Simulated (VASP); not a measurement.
# RuPt7Se16 (P-3m1) in VASP: single point with PBEsol+U

Aim: the single point of RuPt7Se16 with PBEsol+U.

All numbers are computed with VASP 6.6.1; they aren't measurements. Logs are shortened: lines on timing, memory, paths and dates and some standing lists are left out, and cuts for length are marked.

### Step 1. The cell of the first run

The structure is trigonal, space group P-3m1 (No. 164). The conventional cell has a = 7.448 Å, b = 7.448 Å, c = 10.124 Å, α = 90.00°, β = 90.00°, γ = 120.00°. Within 3.3 Å of Ru (site symmetry -3m) lie 6 Se at 2.47 Å. Pt (site symmetry -3m) has 6 Se at 2.51 Å within 3.3 Å. Pt (site symmetry 2/m) has 6 Se at 2.50 to 2.52 Å within 3.3 Å. Pt (site symmetry 2/m) has 6 Se at 2.51 Å within 3.3 Å. Se (site symmetry m) has 1 Ru at 2.47 Å and 2 Pt at 2.52 Å and 6 Se at 3.27 to 3.36 Å within 3.4 Å. Se (site symmetry m) has 3 Pt at 2.51 Å and 6 Se at 3.27 to 3.38 Å within 3.4 Å. Se (site symmetry 3m) has 3 Pt at 2.50 Å and 6 Se at 3.29 to 3.36 Å within 3.4 Å. Se (site symmetry 3m) has 3 Pt at 2.51 Å and 6 Se at 3.30 to 3.38 Å within 3.4 Å.

### Step 2. Single point, PBEsol+U, collinear spin, ferromagnetic start

Input file INCAR:

```
SYSTEM = RuPt7Se16
  ALGO = Normal
  EDIFF = 1E-7
  ENCUT = 520
  GGA = PS
  ISIF = 2
  ISMEAR = 0
  ISPIN = 2
  KPAR = 4
  LASPH = .TRUE.
  LCHARG = .TRUE.
  LDAU = .TRUE.
  LDAUJ = 0 0 0
  LDAUL = 2 -1 -1
  LDAUPRINT = 1
  LDAUTYPE = 2
  LDAUU = 4 0 0
  LMAXMIX = 4
  LORBIT = 11
  LREAL = Auto
  LVHAR = .TRUE.
  LWAVE = .FALSE.
  MAGMOM = 4 0 0 0 0 0 0 0 0 0 0 0 0 0 0 0 0 0 0 0 0 0 0 0
  NBANDS = 112
  NELM = 150
  PREC = Accurate
  SIGMA = 0.05
```

Input file KPOINTS:

```
k-points
0
G
  3 3 2
  0 0 0
```

Input file POSCAR:

```
RuPt7Se16
1.0
    7.4480000000      0.0000000000      0.0000000000
   -3.7240000000      6.4501572000      0.0000000000
    0.0000000000      0.0000000000     10.1240000000
Ru Pt Se
1 7 16
Direct
    1.0000000000      1.0000000000      0.0000000000
    1.0000000000      1.0000000000      0.5000000000
    0.0000000000      0.5000000000      0.0000000000
    0.0000000000      0.5000000000      0.5000000000
    0.5000000000      1.0000000000      0.0000000000
    0.5000000000      1.0000000000      0.5000000000
    0.5000000000      0.5000000000      0.0000000000
    0.5000000000      0.5000000000      0.5000000000
    0.1637911303      0.3275822607      0.1272082311
    0.1665432399      0.3330864798      0.6284345510
    0.1637911303      0.8362088697      0.1272082311
    0.1665432399      0.8334567601      0.6284345510
    0.6666666667      0.3333333333      0.1250914883
    0.6666666667      0.3333333333      0.6286561822
    0.6724177393      0.8362088697      0.1272082311
    0.6669135202      0.8334567601      0.6284345510
    0.3330864798      0.1665432399      0.3715654490
    0.3275822607      0.1637911303      0.8727917689
    0.3333333333      0.6666666667      0.3713438178
    0.3333333333      0.6666666667      0.8749085117
    0.8334567601      0.1665432399      0.3715654490
    0.8362088697      0.1637911303      0.8727917689
    0.8334567601      0.6669135202      0.3715654490
    0.8362088697      0.6724177393      0.8727917689
```

Potentials or basis: VASP PAW PBE potentials, release 64 (Ru_pv, Pt, Se).

Run with:

```console
cat potpaw_PBE.64/Ru_pv/POTCAR potpaw_PBE.64/Pt/POTCAR potpaw_PBE.64/Se/POTCAR > POTCAR
mpirun -np 4 vasp_std > vasp.out
```

OUTCAR:

```text
SYSTEM = RuPt7Se16
   EDIFF = 1E-7
   ENCUT = 520
   GGA = PS
   ISIF = 2
   ISMEAR = 0
   ISPIN = 2
   LASPH = .TRUE.
   LORBIT = 11
   LREAL = Auto
   NELM = 150
   PREC = Accurate

 ion  position               nearest neighbor table
   1  0.000  0.000  0.000-   9 2.47  24 2.47  22 2.47  11 2.47  15 2.47  18 2.47
   2  0.000  0.000  0.500-  10 2.51  23 2.51  16 2.51  17 2.51  21 2.51  12 2.51
   3  0.000  0.500  0.000-  13 2.50  20 2.50  11 2.52  22 2.52   9 2.52  24 2.52
   4  0.000  0.500  0.500-  12 2.51  21 2.51  10 2.51  23 2.51  14 2.51  19 2.51
   5  0.500  0.000  0.000-  13 2.50  20 2.50  18 2.52  15 2.52  11 2.52  22 2.52
   6  0.500  0.000  0.500-  12 2.51  16 2.51  17 2.51  21 2.51  19 2.51  14 2.51
   7  0.500  0.500  0.000-  13 2.50  20 2.50  18 2.52  15 2.52   9 2.52  24 2.52
   8  0.500  0.500  0.500-  16 2.51  17 2.51  10 2.51  23 2.51  19 2.51  14 2.51
   9  0.164  0.328  0.127-   1 2.47   3 2.52   7 2.52
  10  0.167  0.333  0.628-   2 2.51   4 2.51   8 2.51
  11  0.164  0.836  0.127-   1 2.47   3 2.52   5 2.52
  12  0.167  0.833  0.628-   2 2.51   4 2.51   6 2.51
  13  0.667  0.333  0.125-   5 2.50   3 2.50   7 2.50
  14  0.667  0.333  0.629-   6 2.51   4 2.51   8 2.51
[... 8 lines left out ...]
  23  0.833  0.667  0.372-   2 2.51   4 2.51   8 2.51
  24  0.836  0.672  0.873-   1 2.47   3 2.52   7 2.52

  LATTYP: Found a hexagonal cell.
 ALAT       =     7.4480000000
 C/A-ratio  =     1.3592910849

  Lattice vectors:

 A1 = (   7.4480000000,   0.0000000000,   0.0000000000)
 A2 = (  -3.7240000000,   6.4501572000,   0.0000000000)
 A3 = (   0.0000000000,   0.0000000000,  10.1240000000)

Analysis of symmetry for initial positions (statically):
=====================================================================
 Subroutine PRICEL returns:
 Original cell was already a primitive cell.

 Routine SETGRP: Setting up the symmetry group for a
 hexagonal supercell.

 Subroutine GETGRP returns: Found 12 space group operations
 (whereof 12 operations were pure point group operations)
 out of a pool of 24 trial point group operations.

The static configuration has the point symmetry D_3d.

Analysis of symmetry for dynamics (positions and initial velocities):
=====================================================================
 Subroutine PRICEL returns:
 Original cell was already a primitive cell.

 Routine SETGRP: Setting up the symmetry group for a
 hexagonal supercell.

 Subroutine GETGRP returns: Found 12 space group operations
 (whereof 12 operations were pure point group operations)
 out of a pool of 24 trial point group operations.

The dynamic configuration has the point symmetry D_3d.

Analysis of structural, dynamic, and magnetic symmetry:
=====================================================================
 Subroutine PRICEL returns:
 Original cell was already a primitive cell.

 Routine SETGRP: Setting up the symmetry group for a
 hexagonal supercell.

 Subroutine GETGRP returns: Found 12 space group operations
 (whereof 12 operations were pure point group operations)
 out of a pool of 24 trial point group operations.

The overall configuration has the point symmetry D_3d.

 Subroutine INISYM returns: Found 12 space group operations
 (whereof 12 operations are pure point group operations),
 and found     1 'primitive' translations

----------------------------------------------------------------------------------------

[... 142 lines left out ...]
 LDA+U is selected, type is set to LDAUTYPE =  2
   angular momentum for each species LDAUL =     2   -1   -1
   U (eV)           for each species LDAUU =   4.0  0.0  0.0
   J (eV)           for each species LDAUJ =   0.0  0.0  0.0
   GGA     = PS    functional components
   LHFCALC =     F    Hartree Fock is set to
   AEXX    =    0.0000 exact exchange contribution
   IVDW    =     0    specifies the selected vdW correction
   LEPSILON=     F    determine dielectric tensor
   LRPA    =     F    only Hartree local field effects (RPA)
 spin polarized calculation
 Gauss-broadening in eV      SIGMA  =   0.05
  energy-cutoff  :      520.00
  volume of cell :      486.36
 maximum number of plane-waves:     13135
 NGX is ok and might be reduce to    56
   NGX = 27   NGY = 27   NGZ = 37

 number of electron     179.9999998 magnetization      -0.0005120

atom =   1  type =  1  l = 2

 onsite density matrix

spin component  1

  0.6536  0.0000 -0.0000  0.1723  0.0000
  0.0000  0.5389 -0.0000  0.0000  0.1723
 -0.0000 -0.0000  0.7339 -0.0000 -0.0000
  0.1723  0.0000 -0.0000  0.5389  0.0000
  0.0000  0.1723 -0.0000  0.0000  0.6536

spin component  2

  0.6536  0.0000 -0.0000  0.1723  0.0000
  0.0000  0.5389 -0.0000  0.0000  0.1723
 -0.0000 -0.0000  0.7339 -0.0000 -0.0000
  0.1723  0.0000 -0.0000  0.5389  0.0000
  0.0000  0.1723 -0.0000  0.0000  0.6536

 occupancies and eigenvectors

  o =  0.4147  v =  0.0000  0.0000  0.0000  0.0000  0.0000  0.0000 -0.8111  0.0000  0.0000  0.5849      0.0000  0.0000  0.0000  0.0000  0.0000  0.0000  0.0000  0.0000  0.0000  0.0000
  o =  0.4147  v =  0.0000  0.0000  0.0000  0.0000  0.0000 -0.5849  0.0000 -0.0000  0.8111  0.0000      0.0000  0.0000  0.0000  0.0000  0.0000  0.0000  0.0000  0.0000  0.0000  0.0000
  o =  0.4147  v =  0.0000 -0.8111  0.0000  0.0000  0.5849  0.0000  0.0000  0.0000  0.0000  0.0000      0.0000  0.0000  0.0000  0.0000  0.0000  0.0000  0.0000  0.0000  0.0000  0.0000
  o =  0.4147  v = -0.5849  0.0000 -0.0000  0.8111  0.0000  0.0000  0.0000  0.0000  0.0000  0.0000      0.0000  0.0000  0.0000  0.0000  0.0000  0.0000  0.0000  0.0000  0.0000  0.0000
  o =  0.7339  v =  0.0000  0.0000  0.0000  0.0000  0.0000  0.0000 -0.0000 -1.0000 -0.0000 -0.0000      0.0000  0.0000  0.0000  0.0000  0.0000  0.0000  0.0000  0.0000  0.0000  0.0000
  o =  0.7339  v =  0.0000 -0.0000 -1.0000 -0.0000 -0.0000  0.0000  0.0000  0.0000  0.0000  0.0000      0.0000  0.0000  0.0000  0.0000  0.0000  0.0000  0.0000  0.0000  0.0000  0.0000
  o =  0.7778  v =  0.0000  0.0000  0.0000  0.0000  0.0000  0.0000  0.5849 -0.0000 -0.0000  0.8111      0.0000  0.0000  0.0000  0.0000  0.0000  0.0000  0.0000  0.0000  0.0000  0.0000
  o =  0.7778  v =  0.0000  0.0000  0.0000  0.0000  0.0000 -0.8111  0.0000  0.0000 -0.5849 -0.0000      0.0000  0.0000  0.0000  0.0000  0.0000  0.0000  0.0000  0.0000  0.0000  0.0000
  o =  0.7778  v =  0.0000  0.5849 -0.0000 -0.0000  0.8111  0.0000  0.0000  0.0000  0.0000  0.0000      0.0000  0.0000  0.0000  0.0000  0.0000  0.0000  0.0000  0.0000  0.0000  0.0000
  o =  0.7778  v = -0.8111  0.0000  0.0000 -0.5849 -0.0000  0.0000  0.0000  0.0000  0.0000  0.0000      0.0000  0.0000  0.0000  0.0000  0.0000  0.0000  0.0000  0.0000  0.0000  0.0000

 number of electron     179.9999998 magnetization       0.0001747

 Free energy of the ion-electron system (eV)
  ---------------------------------------------------
  ext. energy  EPLUGINS =         0.00000000
  ---------------------------------------------------
  free energy    TOTEN  =      -125.59055768 eV

  energy without entropy =     -125.58717457  energy(sigma->0) =     -125.58886613

 E-fermi :   5.9615     XC(G=0): -10.8276

 val. band max:        5.8116067414   @ k =   0.3333  -0.0000   0.0000
 cond. band min:       5.9623898994   @ k =   0.3333   0.3333   0.0000
 fundamental gap:      0.1507831580
 Fermi energy:         5.9614518161

 spin component 1

 k-point     1 :       0.0000    0.0000    0.0000
  band No.  band energies     occupation
      1     -35.5403      1.00000
      2     -35.5291      1.00000
      3     -35.5291      1.00000
      4      -9.3131      1.00000
      5      -8.5985      1.00000
      6      -7.7733      1.00000
[... 619 lines left out ...]
    101       7.6120      0.00000
    102       7.9058      0.00000
 Fermi energy:         5.9614518161

 spin component 2

 k-point     1 :       0.0000    0.0000    0.0000
  band No.  band energies     occupation
      1     -35.5402      1.00000
      2     -35.5290      1.00000
      3     -35.5290      1.00000
      4      -9.3131      1.00000
      5      -8.5985      1.00000
      6      -7.7733      1.00000
[... 619 lines left out ...]
    101       7.6120      0.00000
    102       7.9058      0.00000
 [bands above 102 left out]

------------------------ aborting loop because EDIFF is reached ----------------------------------------

  FORCE on cell =-STRESS in cart. coord.  units (eV):
  Direction    XX          YY          ZZ          XY          YZ          ZX
  --------------------------------------------------------------------------------------
  -------------------------------------------------------------------------------------
  Total       -1.0195824     -1.0195824     -5.5078274     -0.0000000      0.0000000      0.0000000
  in kB       -3.3586969     -3.3586969    -18.1438229     -0.0000000      0.0000000      0.0000000
  external PRESSURE =      -8.2870722 kB  Pullay stress =       0.0000000 kB

 VOLUME and BASIS-vectors are now :
 -----------------------------------------------------------------------------
  energy-cutoff  :      520.00
  volume of cell :      486.36
      direct lattice vectors                 reciprocal lattice vectors
     7.448000000  0.000000000  0.000000000     0.134264232  0.077517491  0.000000000
    -3.724000000  6.450157200  0.000000000     0.000000000  0.155034981  0.000000000
     0.000000000  0.000000000 10.124000000     0.000000000  0.000000000  0.098775188

 POSITION                                       TOTAL-FORCE (eV/Angst)
 -----------------------------------------------------------------------------------
      0.00000      0.00000      0.00000         0.000000     -0.000000      0.000000
      0.00000      0.00000      5.06200         0.000000     -0.000000      0.000000
     -1.86200      3.22508      0.00000         0.000000     -0.000000      0.000000
     -1.86200      3.22508      5.06200         0.000000     -0.000000      0.000000
      3.72400      0.00000      0.00000         0.000000     -0.000000      0.000000
      3.72400      0.00000      5.06200         0.000000     -0.000000      0.000000
[... 16 lines left out ...]
      3.72400      4.30170      3.76173         0.000000     -0.004975     -0.019403
      3.72400      4.33720      8.83614         0.000000     -0.075683     -0.067422
 -----------------------------------------------------------------------------------
    total drift:                               -0.000000      0.000000      0.000000

  FREE ENERGIE OF THE ION-ELECTRON SYSTEM (eV)
  ---------------------------------------------------
  free  energy   TOTEN  =      -125.5905576841 eV

  energy  without entropy=     -125.5871745691  energy(sigma->0) =     -125.58886613

 total charge

# of ion       s       p       d       tot
------------------------------------------
    1        0.321   6.260   6.182  12.763
    2        0.678   0.694   8.024   9.396
    3        0.682   0.676   8.026   9.384
    4        0.677   0.691   8.029   9.397
    5        0.682   0.676   8.026   9.384
    6        0.677   0.691   8.029   9.397
[... 16 lines left out ...]
   23        1.487   2.204   0.069   3.760
   24        1.480   2.232   0.066   3.778
--------------------------------------------------
tot         28.832  46.499  63.462 138.792

 magnetization (x)

# of ion       s       p       d       tot
------------------------------------------
    1        0.000   0.000   0.000   0.000
    2       -0.000   0.000  -0.000  -0.000
    3        0.000   0.000  -0.000  -0.000
    4       -0.000  -0.000  -0.000  -0.000
    5        0.000   0.000  -0.000  -0.000
    6       -0.000  -0.000  -0.000  -0.000
[... 16 lines left out ...]
   23        0.000  -0.000   0.000  -0.000
   24       -0.000  -0.000  -0.000  -0.000
--------------------------------------------------
tot         -0.000  -0.000   0.000   0.000
```

Wall time 7 min (4 MPI ranks of Intel Xeon 6975P-C (Granite Rapids), shared host); peak memory 1 GiB.

Results:

- Free energy: -125.5906 eV
- Pressure: -0.8 GPa
- Largest force: 0.101 eV/Å
- Band gap on the k mesh: zero (filled and empty bands overlap)
- Net moment: 0.00 μB per cell
- Valence electrons inside the program's atomic spheres: Ru 12.76; Pt 9.40, 9.38 (each value once); Se 3.78, 3.76, 3.77 (each value once)

Forces on the atoms (eV/Å):
```
Ru   0.000  0.000  0.000
Pt   0.000  0.000  0.000
Pt   0.000  0.000  0.000
Pt   0.000  0.000  0.000
Pt   0.000  0.000  0.000
Pt   0.000  0.000  0.000
Pt   0.000  0.000  0.000
Pt   0.000  0.000  0.000
Se   0.000  0.076  0.067
Se   0.000  0.005  0.019
Se   0.066 -0.038  0.067
Se   0.004 -0.002  0.019
Se   0.000  0.000  0.011
Se   0.000  0.000  0.018
Se  -0.066 -0.038  0.067
Se  -0.004 -0.002  0.019
Se   0.004  0.002 -0.019
Se   0.066  0.038 -0.067
Se   0.000  0.000 -0.018
Se   0.000  0.000 -0.011
Se  -0.004  0.002 -0.019
Se  -0.066  0.038 -0.067
Se   0.000 -0.005 -0.019
Se   0.000 -0.076 -0.067
```

Eigenvalues of the final occupation matrices:
```
    site  spin  trace               eigenvalues
site 1 d     1   3.12  0.41 0.41 0.73 0.78 0.78
site 1 d     2   3.12  0.41 0.41 0.73 0.78 0.78
```

Caveat: the PAW data sets were made with another functional, which shifts forces and pressure a little; spin-orbit coupling is left out, which moves the levels of the heavy elements. The state reached can hang on the start; a lower one may exist.

The gap in the log of VASP goes by the Fermi energy; the results here count the filled bands.